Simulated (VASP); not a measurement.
# Mg (Im-3m) in VASP: a series of runs

Mg is run at these levels: PBE; tasks: single point.

Program: VASP 6.6.1. These are calculated values, not measurements. Logs are shortened: lines on timing, memory, paths and dates and some standing lists are left out, and cuts for length are marked.

## (1) The cell of the first run

It takes space group Im-3m (No. 229, cubic). Conventional cell: a = 3.650 Å, b = 3.650 Å, c = 3.650 Å, α = 90.00°, β = 90.00°, γ = 90.00°. Within 4.2 Å of Mg (site symmetry m-3m) lie 14 Mg at 3.16 to 3.65 Å.

This isn't the form of Mg at room conditions, which is hcp.

## (2) Single point, PBE (24.31 Å³/atom)

INCAR

```
SYSTEM = Mg
PREC     = Accurate       ! precision mode
ENCUT    = 520            ! plane-wave cutoff, eV
EDIFF    = 1E-6           ! SCF threshold, eV
ISMEAR   = 0              ! smearing method
SIGMA    = 0.1            ! smearing width, eV
LREAL    = .False.        ! projectors in reciprocal space
LASPH    = .True.         ! aspherical terms in the spheres
NELM     = 60             ! most SCF steps
ALGO     = Fast           ! electronic algorithm
ISIF     = 2              ! what is computed and relaxed
LWAVE    = .False.        ! write WAVECAR
LCHARG   = .False.        ! write CHGCAR
GGA      = PE             ! functional
NBANDS   = 7              ! bands
```

KPOINTS

```
regular mesh
0
Gamma
  16 16 16
  0 0 0
```

POSCAR

```
Mg
1.0
   -1.8249586960      1.8249586960      1.8249586960
    1.8249586960     -1.8249586960      1.8249586960
    1.8249586960      1.8249586960     -1.8249586960
Mg
1
Direct
    0.0000000000      0.0000000000      0.0000000000
```

Potentials or basis: VASP PAW PBE potentials, release 64 (Mg).

The run is started by

```
$ cat potpaw_PBE.64/Mg/POTCAR > POTCAR
$ mpirun -np 1 vasp_std > vasp.out
```

OUTCAR:

```text
SYSTEM = Mg
   PREC = Accurate
   ENCUT = 520
   EDIFF = 1E-6
   ISMEAR = 0
   LREAL = .False.
   LASPH = .True.
   NELM = 60
   ISIF = 2
   GGA = PE

 ion  position               nearest neighbor table
   1  0.000  0.000  0.000-

  LATTYP: Found a body centered cubic cell.
 ALAT       =     3.6499173920

  Lattice vectors:

 A1 = (  -1.8249586960,   1.8249586960,   1.8249586960)
 A2 = (   1.8249586960,  -1.8249586960,   1.8249586960)
 A3 = (   1.8249586960,   1.8249586960,  -1.8249586960)

Analysis of symmetry for initial positions (statically):
=====================================================================
 Subroutine PRICEL returns:
 Original cell was already a primitive cell.

 Routine SETGRP: Setting up the symmetry group for a
 body centered cubic supercell.

 Subroutine GETGRP returns: Found 48 space group operations
 (whereof 48 operations were pure point group operations)
 out of a pool of 48 trial point group operations.

The static configuration has the point symmetry O_h .

Analysis of symmetry for dynamics (positions and initial velocities):
=====================================================================
 Subroutine PRICEL returns:
 Original cell was already a primitive cell.

 Routine SETGRP: Setting up the symmetry group for a
 body centered cubic supercell.

 Subroutine GETGRP returns: Found 48 space group operations
 (whereof 48 operations were pure point group operations)
 out of a pool of 48 trial point group operations.

The dynamic configuration has the point symmetry O_h .

 Subroutine INISYM returns: Found 48 space group operations
 (whereof 48 operations are pure point group operations),
 and found     1 'primitive' translations

----------------------------------------------------------------------------------------

                                     Primitive cell

  volume of cell :      24.3119

  direct lattice vectors                    reciprocal lattice vectors
    -1.824958696  1.824958696  1.824958696     0.000000000  0.273978804  0.273978804
     1.824958696 -1.824958696  1.824958696     0.273978804  0.000000000  0.273978804
     1.824958696  1.824958696 -1.824958696     0.273978804  0.273978804  0.000000000

  length of vectors
     3.160921183  3.160921183  3.160921183     0.387464540  0.387464540  0.387464540

  position of ions in fractional coordinates (direct lattice)
     0.000000000  0.000000000  0.000000000

  ion indices of the primitive-cell ions
   primitive index   ion index
                 1           1

----------------------------------------------------------------------------------------

 KPOINTS: regular mesh

Automatic generation of k-mesh.
 Grid dimensions read from file:
 generate k-points for:   16   16   16

 Generating k-lattice:

  Cartesian coordinates                     Fractional coordinates (reciprocal lattice)
     0.000000000  0.017123675  0.017123675     0.062500000  0.000000000  0.000000000
     0.017123675  0.000000000  0.017123675     0.000000000  0.062500000  0.000000000
     0.017123675  0.017123675  0.000000000     0.000000000  0.000000000  0.062500000

  Length of vectors
     0.024216534  0.024216534  0.024216534

  Shift w.r.t. Gamma in fractional coordinates (k-lattice)
     0.000000000  0.000000000  0.000000000

 Subroutine IBZKPT returns following result:
 ===========================================

 Found    145 irreducible k-points:

 Following reciprocal coordinates:
            Coordinates               Weight
  0.000000  0.000000  0.000000      1.000000
  0.062500  0.000000  0.000000     12.000000
  0.125000  0.000000  0.000000     12.000000
  0.187500  0.000000  0.000000     12.000000
  0.250000  0.000000  0.000000     12.000000
  0.312500  0.000000  0.000000     12.000000
[... 16 lines left out ...]
  0.187500  0.187500  0.000000     24.000000
  0.250000  0.187500  0.000000     48.000000
 [... further k-points ...]
   k-points           NKPTS =    145   k-points in BZ     NKDIM =    145   number of bands    NBANDS=      7
   number of dos      NEDOS =    301   number of ions     NIONS =      1
   total plane-waves  NPLWV =  13824
   dimension x,y,z NGX =    24 NGY =   24 NGZ =   24
   dimension x,y,z NGXF=    48 NGYF=   48 NGZF=   48
   ions per type =               1
   NGX,Y,Z   is equivalent  to a cutoff of  12.62, 12.62, 12.62 a.u.
   NGXF,Y,Z  is equivalent  to a cutoff of  25.25, 25.25, 25.25 a.u.
 SYSTEM =  Mg
   PREC   = accura    normal or accurate (medium, high low for compatibility)
   ISTART =      0    job   : 0-new  1-cont  2-samecut
   ICHARG =      2    charge: 1-file 2-atom 10-const
   ISPIN  =      1    spin polarized calculation?
   LNONCOLLINEAR =      F non collinear calculations
   LSORBIT =      F    spin-orbit coupling
   LASPH  =      T    aspherical Exc in radial PAW
   ENCUT  =  520.0 eV  38.22 Ry    6.18 a.u.   5.88  5.88  5.88*2*pi/ulx,y,z
   NELM   =     60;   NELMIN=  2; NELMDL= -5     # of ELM steps
   EDIFF  = 0.1E-05   stopping-criterion for ELM
   LREAL  =      F    real-space projection
   EDIFFG = 0.1E-04   stopping-criterion for IOM
   NSW    =      0    number of steps for IOM
   IBRION =     -1    ionic relax: 0-MD 1-quasi-New 2-CG
   NFREE  =      0    steps in history (QN), initial steepest desc. (CG)
   ISIF   =      2    stress and relaxation
   ISYM   =      2    0-nonsym 1-usesym 2-fastsym
   POTIM  = 0.5000    time-step for ionic-motion
   TEBEG  =    0.0;   TEEND  =   0.0 temperature during run
   PSTRESS=    0.0 pullay stress
   NELECT =       2.0000    total number of electrons
   NUPDOWN=      -1.0000    fix difference up-down
   EMIN   =  10.00;   EMAX   =-10.00  energy-range for DOS
   EFERMI =   0.00;   METHOD = LEGACY
   ISMEAR =     0;   SIGMA  =   0.10  broadening in eV -4-tet -1-fermi 0-gaus
   EFERMI_NEDOS =   21; number of points for ismear=-14 and -15
   IALGO  =     68    algorithm
   IMIX   =      4    mixing-type and parameters
     AMIX     =   0.40;   BMIX     =  1.00
     AMIX_MAG =   1.60;   BMIX_MAG =  1.00
  volume/ion in A,a.u.               =      24.31       164.06
  Fermi-wavevector in a.u.,A,eV,Ry     =   0.711997  1.345480  6.897343  0.506940
  Thomas-Fermi vector in A             =   1.799257
   LORBIT       =      0    0 simple, 1 ext, 2 COOP (PROOUT), +10 PAW based schemes
   GGA     = PE    functional components
   LHFCALC =     F    Hartree Fock is set to
   AEXX    =    0.0000 exact exchange contribution
   IVDW    =     0    specifies the selected vdW correction
   LEPSILON=     F    determine dielectric tensor
   LRPA    =     F    only Hartree local field effects (RPA)
 non-spin polarized calculation
 RMM-DIIS sequential band-by-band and
 Gauss-broadening in eV      SIGMA  =   0.10
  energy-cutoff  :      520.00
  volume of cell :       24.31
 maximum number of plane-waves:       682
   NGX = 11   NGY = 11   NGZ = 11

 number of electron       2.0000000 magnetization

 Free energy of the ion-electron system (eV)
  ---------------------------------------------------
  ext. energy  EPLUGINS =         0.00000000
  ---------------------------------------------------
  free energy    TOTEN  =        -1.46928491 eV

  energy without entropy =       -1.46688271  energy(sigma->0) =       -1.46808381

 E-fermi :   2.3765     XC(G=0):  -8.3190

 val. band max:        2.3673360204   @ k =  -0.4375  -0.4375   0.1250
 cond. band min:       2.4174723684   @ k =   0.3125   0.1875   0.1875
 fundamental gap:      0.0501363481
 Fermi energy:         2.3764816001

 k-point     1 :       0.0000    0.0000    0.0000
  band No.  band energies     occupation
      1      -4.3435      2.00000
      2      14.9921      0.00000
      3      14.9921      0.00000
      4      14.9921      0.00000
      5      16.7146      0.00000
      6      16.7146      0.00000
      7      16.7146      0.00000

 k-point     2 :       0.0625    0.0000    0.0000
  band No.  band energies     occupation
      1      -4.2550      2.00000
      2      13.8867      0.00000
      3      14.4875      0.00000
      4      14.5423      0.00000
      5      15.9033      0.00000
      6      16.2186      0.00000
      7      16.9450      0.00000

 k-point     3 :       0.1250    0.0000    0.0000
  band No.  band energies     occupation
      1      -3.9900      2.00000
      2      11.8573      0.00000
      3      13.6873      0.00000
      4      13.6904      0.00000
      5      14.9485      0.00000
      6      15.6440      0.00000
      7      17.2927      0.00000

 k-point     4 :       0.1875    0.0000    0.0000
  band No.  band energies     occupation
      1      -3.5498      2.00000
      2       9.7782      0.00000
      3      12.8453      0.00000
      4      12.9543      0.00000
      5      14.1099      0.00000
      6      15.0722      0.00000
      7      17.8017      0.00000

 k-point     5 :       0.2500    0.0000    0.0000
  band No.  band energies     occupation
      1      -2.9366      2.00000
      2       7.7923      0.00000
      3      12.1164      0.00000
      4      12.3429      0.00000
      5      13.4166      0.00000
      6      14.5218      0.00000
      7      18.3633      0.00000
[... 161 lines left out ...]
 k-point    22 :       0.4375    0.1250    0.0000
  band No.  band energies     occupation
      1       1.1996      2.00000
      2       1.6905      2.00000
      3       8.0537      0.00000
      4      10.7434      0.00000
      5      13.5064      0.00000
      6      16.0212      0.00000
      7      19.4284      0.00000

 k-point    23 :       0.1875    0.1875    0.0000
  band No.  band energies     occupation
      1      -1.9805      2.00000
      2       7.0721      0.00000
      3       7.7467      0.00000
      4      11.3641      0.00000
      5      14.9947      0.00000
      6      15.7118      0.00000
      7      19.1500      0.00000

 k-point    24 :       0.2500    0.1875    0.0000
  band No.  band energies     occupation
      1      -1.1195      2.00000
      2       5.5412      0.00000
      3       7.0178      0.00000
      4      10.9139      0.00000
      5      14.8198      0.00000
      6      16.1823      0.00000
      7      18.8003      0.00000

 [... further k-points ...]
[... 5 lines left out ...]
  --------------------------------------------------------------------------------------
  -------------------------------------------------------------------------------------
  Total       -0.2893144     -0.2893144     -0.2893144     -0.0000000      0.0000000     -0.0000000
  in kB      -19.0660837    -19.0660837    -19.0660837     -0.0000000      0.0000000     -0.0000000
  external PRESSURE =     -19.0660837 kB  Pullay stress =       0.0000000 kB

 VOLUME and BASIS-vectors are now :
 -----------------------------------------------------------------------------
  energy-cutoff  :      520.00
  volume of cell :       24.31
      direct lattice vectors                 reciprocal lattice vectors
    -1.824958696  1.824958696  1.824958696     0.000000000  0.273978804  0.273978804
     1.824958696 -1.824958696  1.824958696     0.273978804  0.000000000  0.273978804
     1.824958696  1.824958696 -1.824958696     0.273978804  0.273978804  0.000000000

 POSITION                                       TOTAL-FORCE (eV/Angst)
 -----------------------------------------------------------------------------------
      0.00000      0.00000      0.00000        -0.000000      0.000000     -0.000000
 -----------------------------------------------------------------------------------
    total drift:                                0.000000      0.000000      0.000000

  FREE ENERGIE OF THE ION-ELECTRON SYSTEM (eV)
  ---------------------------------------------------
  free  energy   TOTEN  =        -1.4692849132 eV

  energy  without entropy=       -1.4668827090  energy(sigma->0) =       -1.46808381
```

Wall time 17 s (1 thread of Intel Xeon 8259CL, shared host); peak memory 0.15 GiB.

What came out:

```yaml
Free_energy: -1.4693 eV
Pressure: -1.9 GPa
Band_gap_on_the_k_mesh: zero (bands 1 and 2 overlap by 4.61 eV)
```

## (3) Single point, PBE (25.23 Å³/atom)

This run uses another cell than the first one, of 25.23 Å³/atom.

INCAR

```
PREC = Accurate ; ENCUT = 520
EDIFF = 1E-7 ; ISMEAR = 0
SIGMA = 0.1 ; LREAL = False
LASPH = True ; NELM = 100
ALGO = Fast ; ISIF = 2
LWAVE = False ; LCHARG = False
GGA = PE ; NBANDS = 7
```

KPOINTS

```
Automatic mesh
0
Gamma
  16 16 16
```

POSCAR

```
Mg
1.0
   -1.8476313086      1.8476313086      1.8476313086
    1.8476313086     -1.8476313086      1.8476313086
    1.8476313086      1.8476313086     -1.8476313086
Mg
1
Direct
    0.0000000000      0.0000000000      0.0000000000
```

Potentials or basis: VASP PAW PBE potentials, release 64 (Mg).

The run is started by

```
$ cat potpaw_PBE.64/Mg/POTCAR > POTCAR
$ mpirun -np 1 vasp_std > vasp.out
```

It took 24 s on 1 thread of Intel Xeon 8259CL, shared host; peak memory 0.15 GiB.

Results (log left out):

- Free energy: -1.4556 eV
- Pressure: -2.8 GPa
- Band gap on the k mesh: zero (bands 1 and 2 overlap by 4.52 eV)

Levels at points of the mesh, in eV from the Fermi level:
```tsv
k point	band 1	band 2	band 3	band 4
(0.00, 0.00, 0.00)	-6.56	12.38	12.38	12.38
(0.50, 0.00, 0.00)	-1.36	-0.95	8.27	8.61
(0.50, 0.50, 0.50)	3.57	3.57	3.57	3.96
```
